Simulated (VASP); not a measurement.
# Ta (I4/mmm) in VASP: further runs

The runs below take Ta through single point, with PBE.

Everything below comes from runs of VASP 6.6.1. Logs are shortened: lines on timing, memory, paths and dates and some standing lists are left out, and cuts for length are marked.

**1. The cell of the first run**

The structure is tetragonal, space group I4/mmm (No. 139). Conventional cell: a = 3.053 Å, b = 3.053 Å, c = 3.319 Å, α = 90.00°, β = 90.00°, γ = 90.00°. Within 3.6 Å of Ta (site symmetry 4/mmm) lie 14 Ta at 2.72 to 3.32 Å.

**2. Single point, PBE (strain -0.080 along x and y, +0.000 along z)**

The input, INCAR:

```
SYSTEM = Ta
PREC = Accurate
ENCUT = 520
EDIFF = 1E-7
ISMEAR = 0
SIGMA = 0.15
LREAL = .False.
LASPH = .True.
NELM = 60
ALGO = Fast
ISIF = 2
LWAVE = .False.
LCHARG = .True.
GGA = PE
LELF = .True.
LVHAR = .True.
NBANDS = 12
```

The input, KPOINTS:

```
Automatic mesh
0
Gamma
  26 26 26
  0 0 0
```

The input, POSCAR:

```
Ta
1.0
   -1.5266432345      1.5266432345      1.6593948201
    1.5266432345     -1.5266432345      1.6593948201
    1.5266432345      1.5266432345     -1.6593948201
Ta
1
Direct
    0.0000000000      0.0000000000      0.0000000000
```

Potentials or basis: VASP PAW PBE potentials, release 64 (Ta_pv).

Started as:

```
$ cat potpaw_PBE.64/Ta_pv/POTCAR > POTCAR
$ mpirun -np 1 vasp_std > vasp.out
```

OUTCAR:

```text
SYSTEM = Ta
   PREC = Accurate
   ENCUT = 520
   EDIFF = 1E-7
   ISMEAR = 0
   LREAL = .False.
   LASPH = .True.
   NELM = 60
   ISIF = 2
   GGA = PE

 ion  position               nearest neighbor table
   1  0.000  0.000  0.000-

  LATTYP: Found a body centered tetragonal cell.
 ALAT       =     3.0532864690
 C/A-ratio  =     1.0869565217

  Lattice vectors:

 A1 = (  -1.5266432345,   1.5266432345,   1.6593948201)
 A2 = (   1.5266432345,  -1.5266432345,   1.6593948201)
 A3 = (   1.5266432345,   1.5266432345,  -1.6593948201)

Analysis of symmetry for initial positions (statically):
=====================================================================
 Subroutine PRICEL returns:
 Original cell was already a primitive cell.

 Routine SETGRP: Setting up the symmetry group for a
 body centered tetragonal supercell.

 Subroutine GETGRP returns: Found 16 space group operations
 (whereof 16 operations were pure point group operations)
 out of a pool of 16 trial point group operations.

The static configuration has the point symmetry D_4h.

Analysis of symmetry for dynamics (positions and initial velocities):
=====================================================================
 Subroutine PRICEL returns:
 Original cell was already a primitive cell.

 Routine SETGRP: Setting up the symmetry group for a
 body centered tetragonal supercell.

 Subroutine GETGRP returns: Found 16 space group operations
 (whereof 16 operations were pure point group operations)
 out of a pool of 16 trial point group operations.

The dynamic configuration has the point symmetry D_4h.

 Subroutine INISYM returns: Found 16 space group operations
 (whereof 16 operations are pure point group operations),
 and found     1 'primitive' translations

----------------------------------------------------------------------------------------

                                     Primitive cell

  volume of cell :      15.4698

  direct lattice vectors                    reciprocal lattice vectors
    -1.526643235  1.526643235  1.659394820     0.000000000  0.327515944  0.301314668
     1.526643235 -1.526643235  1.659394820     0.327515944  0.000000000  0.301314668
     1.526643235  1.526643235 -1.659394820     0.327515944  0.327515944  0.000000000

  length of vectors
     2.723025945  2.723025945  2.723025945     0.445036204  0.445036204  0.463177490

  position of ions in fractional coordinates (direct lattice)
     0.000000000  0.000000000  0.000000000

  ion indices of the primitive-cell ions
   primitive index   ion index
                 1           1

----------------------------------------------------------------------------------------

 KPOINTS: Automatic mesh

Automatic generation of k-mesh.
 Grid dimensions read from file:
 generate k-points for:   26   26   26

 Generating k-lattice:

  Cartesian coordinates                     Fractional coordinates (reciprocal lattice)
     0.000000000  0.012596767  0.011589026     0.038461538  0.000000000 -0.000000000
     0.012596767  0.000000000  0.011589026     0.000000000  0.038461538 -0.000000000
     0.012596767  0.012596767  0.000000000     0.000000000  0.000000000  0.038461538

  Length of vectors
     0.017116777  0.017116777  0.017814519

  Shift w.r.t. Gamma in fractional coordinates (k-lattice)
     0.000000000  0.000000000  0.000000000

 Subroutine IBZKPT returns following result:
 ===========================================

 Found   1330 irreducible k-points:

 Following reciprocal coordinates:
            Coordinates               Weight
  0.000000  0.000000  0.000000      1.000000
  0.038462  0.000000  0.000000      8.000000
  0.076923  0.000000  0.000000      8.000000
  0.115385  0.000000  0.000000      8.000000
  0.153846  0.000000  0.000000      8.000000
  0.192308  0.000000 -0.000000      8.000000
[... 16 lines left out ...]
  0.346154  0.038462 -0.000000     16.000000
  0.384615  0.038462 -0.000000     16.000000
 [... further k-points ...]
   k-points           NKPTS =   1330   k-points in BZ     NKDIM =   1330   number of bands    NBANDS=     12
   number of dos      NEDOS =    301   number of ions     NIONS =      1
   total plane-waves  NPLWV =   8000
   dimension x,y,z NGX =    20 NGY =   20 NGZ =   20
   dimension x,y,z NGXF=    40 NGYF=   40 NGZF=   40
   ions per type =               1
   NGX,Y,Z   is equivalent  to a cutoff of  12.21, 12.21, 12.21 a.u.
   NGXF,Y,Z  is equivalent  to a cutoff of  24.42, 24.42, 24.42 a.u.
 SYSTEM =  Ta
   PREC   = accura    normal or accurate (medium, high low for compatibility)
   ISTART =      0    job   : 0-new  1-cont  2-samecut
   ICHARG =      2    charge: 1-file 2-atom 10-const
   ISPIN  =      1    spin polarized calculation?
   LNONCOLLINEAR =      F non collinear calculations
   LSORBIT =      F    spin-orbit coupling
   LASPH  =      T    aspherical Exc in radial PAW
   ENCUT  =  520.0 eV  38.22 Ry    6.18 a.u.   5.06  5.06  5.06*2*pi/ulx,y,z
   NELM   =     60;   NELMIN=  2; NELMDL= -5     # of ELM steps
   EDIFF  = 0.1E-06   stopping-criterion for ELM
   LREAL  =      F    real-space projection
   EDIFFG = 0.1E-05   stopping-criterion for IOM
   NSW    =      0    number of steps for IOM
   IBRION =     -1    ionic relax: 0-MD 1-quasi-New 2-CG
   NFREE  =      0    steps in history (QN), initial steepest desc. (CG)
   ISIF   =      2    stress and relaxation
   ISYM   =      2    0-nonsym 1-usesym 2-fastsym
   POTIM  = 0.5000    time-step for ionic-motion
   TEBEG  =    0.0;   TEEND  =   0.0 temperature during run
   PSTRESS=    0.0 pullay stress
   NELECT =      11.0000    total number of electrons
   NUPDOWN=      -1.0000    fix difference up-down
   EMIN   =  10.00;   EMAX   =-10.00  energy-range for DOS
   EFERMI =   0.00;   METHOD = LEGACY
   ISMEAR =     0;   SIGMA  =   0.15  broadening in eV -4-tet -1-fermi 0-gaus
   EFERMI_NEDOS =   21; number of points for ismear=-14 and -15
   IALGO  =     68    algorithm
   IMIX   =      4    mixing-type and parameters
     AMIX     =   0.40;   BMIX     =  1.00
     AMIX_MAG =   1.60;   BMIX_MAG =  1.00
  volume/ion in A,a.u.               =      15.47       104.40
  Fermi-wavevector in a.u.,A,eV,Ry     =   1.461204  2.761275 29.050023  2.135116
  Thomas-Fermi vector in A             =   2.577563
   LORBIT       =      0    0 simple, 1 ext, 2 COOP (PROOUT), +10 PAW based schemes
   GGA     = PE    functional components
   LHFCALC =     F    Hartree Fock is set to
   AEXX    =    0.0000 exact exchange contribution
   IVDW    =     0    specifies the selected vdW correction
   LEPSILON=     F    determine dielectric tensor
   LRPA    =     F    only Hartree local field effects (RPA)
 non-spin polarized calculation
 RMM-DIIS sequential band-by-band and
 Gauss-broadening in eV      SIGMA  =   0.15
  energy-cutoff  :      520.00
  volume of cell :       15.47
 maximum number of plane-waves:       434
   NGX = 11   NGY = 11   NGZ = 11

 number of electron      10.9999998 magnetization

 Free energy of the ion-electron system (eV)
  ---------------------------------------------------
  ext. energy  EPLUGINS =         0.00000000
  ---------------------------------------------------
  free energy    TOTEN  =       -11.43181147 eV

  energy without entropy =      -11.41893310  energy(sigma->0) =      -11.42537229

 E-fermi :   6.8311     XC(G=0): -13.4157

 val. band max:        6.8302432219   @ k =  -0.2692   0.2692   0.1923
 cond. band min:       6.8314098054   @ k =   0.3077   0.1154   0.1154
 fundamental gap:      0.0011665835
 Fermi energy:         6.8311319137

 k-point     1 :       0.0000    0.0000    0.0000
  band No.  band energies     occupation
      1     -25.6631      2.00000
      2     -25.6526      2.00000
      3     -25.6526      2.00000
      4      -1.6723      2.00000
      5       7.1792      0.00103
      6       7.1792      0.00103
      7       8.3777      0.00000
      8      10.4163      0.00000
      9      12.0891      0.00000
     10      21.5441      0.00000
     11      23.1713      0.00000
     12      23.1713      0.00000

 k-point     2 :       0.0385    0.0000    0.0000
  band No.  band energies     occupation
      1     -25.6900      2.00000
      2     -25.6609      2.00000
      3     -25.6574      2.00000
      4      -1.5927      2.00000
      5       7.1700      0.00140
      6       7.1999      0.00051
      7       8.3817      0.00000
      8      10.3591      0.00000
      9      12.0457      0.00000
     10      21.7071      0.00000
     11      23.3016      0.00000
     12      23.3051      0.00000

 k-point     3 :       0.0769    0.0000    0.0000
  band No.  band energies     occupation
      1     -25.7815      2.00000
      2     -25.6852      2.00000
      3     -25.6584      2.00000
      4      -1.3592      2.00000
      5       7.1332      0.00440
      6       7.2243      0.00021
      7       8.4372      0.00000
      8      10.2125      0.00000
      9      11.9392      0.00000
     10      22.1325      0.00000
     11      23.6862      0.00000
     12      23.6995      0.00000
[... 286 lines left out ...]
 k-point    23 :       0.3462    0.0385   -0.0000
  band No.  band energies     occupation
      1     -27.2712      2.00000
      2     -26.1166      2.00000
      3     -25.6709      2.00000
      4       1.7695      2.00000
      5       5.5687      2.00000
      6       7.2551      0.00006
      7      10.5408      0.00000
      8      12.0915      0.00000
      9      13.8350      0.00000
     10      20.5168      0.00000
     11      21.9926      0.00000
     12      23.2701      0.00000

 k-point    24 :       0.3846    0.0385   -0.0000
  band No.  band energies     occupation
      1     -27.4102      2.00000
      2     -26.1592      2.00000
      3     -25.6728      2.00000
      4       1.7959      2.00000
      5       5.4015      2.00000
      6       7.8701      0.00000
      7      10.5134      0.00000
      8      12.3764      0.00000
      9      14.7731      0.00000
     10      20.1037      0.00000
     11      21.9256      0.00000
     12      22.3244      0.00000

 [... further k-points ...]

------------------------ aborting loop because EDIFF is reached ----------------------------------------

  FORCE on cell =-STRESS in cart. coord.  units (eV):
  Direction    XX          YY          ZZ          XY          YZ          ZX
  --------------------------------------------------------------------------------------
  -------------------------------------------------------------------------------------
  Total        4.8888722      4.8888722      3.5146017      0.0000000      0.0000000      0.0000000
  in kB      506.3308969    506.3308969    364.0004021      0.0000000      0.0000000      0.0000000
  external PRESSURE =     458.8873986 kB  Pullay stress =       0.0000000 kB

 VOLUME and BASIS-vectors are now :
 -----------------------------------------------------------------------------
  energy-cutoff  :      520.00
  volume of cell :       15.47
      direct lattice vectors                 reciprocal lattice vectors
    -1.526643235  1.526643235  1.659394820     0.000000000  0.327515944  0.301314668
     1.526643235 -1.526643235  1.659394820     0.327515944  0.000000000  0.301314668
     1.526643235  1.526643235 -1.659394820     0.327515944  0.327515944  0.000000000

 POSITION                                       TOTAL-FORCE (eV/Angst)
 -----------------------------------------------------------------------------------
      0.00000      0.00000      0.00000        -0.000000      0.000000      0.000000
 -----------------------------------------------------------------------------------
    total drift:                                0.000000     -0.000000      0.000000

  FREE ENERGIE OF THE ION-ELECTRON SYSTEM (eV)
  ---------------------------------------------------
  free  energy   TOTEN  =       -11.4318114723 eV

  energy  without entropy=      -11.4189331038  energy(sigma->0) =      -11.42537229
```

Wall time 7.4 min (1 thread of Intel Xeon 8259CL, shared host); peak memory 0.34 GiB.

Results:

```yaml
Free_energy: -11.4318 eV
Pressure: 45.9 GPa
Band_gap_on_the_k_mesh: zero (an odd number of electrons rules out a gap without spin polarisation)
```

Stress tensor (GPa, compression positive):
```
50.63  0.00  0.00
 0.00 50.63  0.00
 0.00  0.00 36.40
```

Levels at points of the mesh, in eV from the Fermi level:
```
           k point  band 3  band 4  band 5  band 6  band 7  band 8
(0.00, 0.00, 0.00)  -32.48   -8.50    0.35    0.35    1.55    3.59
(0.50, 0.00, 0.00)  -32.50   -5.14   -1.62    2.20    3.51    5.93
(0.50, 0.50, 0.00)  -32.61   -5.19   -2.86    2.92    5.66    6.36
(0.50, 0.50, 0.50)  -33.66   -5.00   -4.68    7.87    8.28    8.28
```

Caveat: the cell differs from its parent crystal (strain -0.080 along x and y, +0.000 along z); the stress differs along the axes, from 36 to 51 GPa; spin-orbit coupling is left out, which moves the levels of the heavy elements.

**3. Single point, PBE (strain -0.080 along x and y, +0.040 along z)**

The input, INCAR:

```
SYSTEM = Ta
ALGO = Fast
EDIFF = 1E-7
ENCUT = 520
GGA = PE
ISIF = 2
ISMEAR = 0
LASPH = .True.
LCHARG = .False.
LREAL = .False.
LWAVE = .False.
NBANDS = 12
NELM = 60
PREC = Accurate
SIGMA = 0.15
```

The input, KPOINTS:

```
k-points
0
Gamma
  26 26 26
  0 0 0
```

The input, POSCAR:

```
Ta
1.0
   -1.5266432345      1.5266432345      1.7257706129
    1.5266432345     -1.5266432345      1.7257706129
    1.5266432345      1.5266432345     -1.7257706129
Ta
1
Direct
    0.0000000000      0.0000000000      0.0000000000
```

Potentials or basis: VASP PAW PBE potentials, release 64 (Ta_pv).

Started as:

```
$ cat potpaw_PBE.64/Ta_pv/POTCAR > POTCAR
$ mpirun -np 1 vasp_std > vasp.out
```

Run time: 8.9 min. Hardware: 1 thread of Intel Xeon 8259CL, shared host; peak memory 0.36 GiB.

It converged, with:

```yaml
Free_energy: -11.5440 eV
Pressure: 33.8 GPa
Band_gap_on_the_k_mesh: zero (an odd number of electrons rules out a gap without spin polarisation)
```

Stress tensor (GPa, compression positive):
```
39.62  0.00  0.00
 0.00 39.62  0.00
 0.00  0.00 22.09
```

Levels at points of the mesh, in eV from the Fermi level:
```csv
k point,band 2,band 3,band 4,band 5,band 6,band 7,band 8,band 9
"(0.00, 0.00, 0.00)",-32.69,-32.69,-8.42,0.26,0.26,1.89,3.03,5.24
"(0.50, 0.00, 0.00)",-33.14,-32.71,-4.98,-1.30,1.83,2.83,5.88,8.51
"(0.50, 0.50, 0.00)",-33.32,-32.85,-5.02,-3.01,2.83,5.85,6.35,9.07
"(0.50, 0.50, 0.50)",-33.68,-33.68,-4.82,-4.37,7.40,7.63,7.95,7.95
```

Caveat: the cell differs from its parent crystal (strain -0.080 along x and y, +0.040 along z); the stress differs along the axes, from 22 to 40 GPa; spin-orbit coupling is left out, which moves the levels of the heavy elements.

(Part 1 of 2 ends here.)
